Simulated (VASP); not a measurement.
CO2, 12 atoms in the cell. The structure is orthorhombic, space group Pbca (No. 61). Conventional cell: a = 5.535 Å, b = 5.808 Å, c = 5.808 Å, α = 90.00°, β = 90.00°, γ = 90.00°. C (site symmetry -1) has 2 O at 1.10 Å within 1.5 Å. Within 1.5 Å of O (site symmetry 1) lie 1 C at 1.10 Å.  This cell differs from its parent crystal: volume 15.561 Å^3 an atom, c/a of the conventional cell 0.9529.

| Item | Value |
| --- | --- |
| Program | VASP 6.6.1 |
| Task | single point |
| Functional | PBE |
| Potentials or basis | VASP PAW PBE potentials, release 64 (C, O) |
| Cutoff | 520 eV |
| k mesh | 4 × 4 × 4 |
| Occupations | gaussian, width 0.05 eV |
| Spin | no spin polarisation |
| Dipole correction | no |
| Further INCAR settings | ALGO = Normal; EDIFF = 1e-06; NBANDS = 44 |

Potentials or basis: VASP PAW PBE potentials, release 64 (C, O).

The run is started by

```console
$ cat potpaw_PBE.64/C/POTCAR potpaw_PBE.64/O/POTCAR > POTCAR
$ mpirun -np 1 vasp_std > vasp.out
```

Hardware: 1 thread of Intel(R) Xeon(R) 6975P-C (Granite Rapids), on a shared host.

**Question.** Estimate the wall time of this run.

**Answer.** Run time: 120 s on 1 thread of Intel(R) Xeon(R) 6975P-C (Granite Rapids), with other jobs on the host, peak memory 0.36 GiB. Counts: scf iterations 13, k points 27.
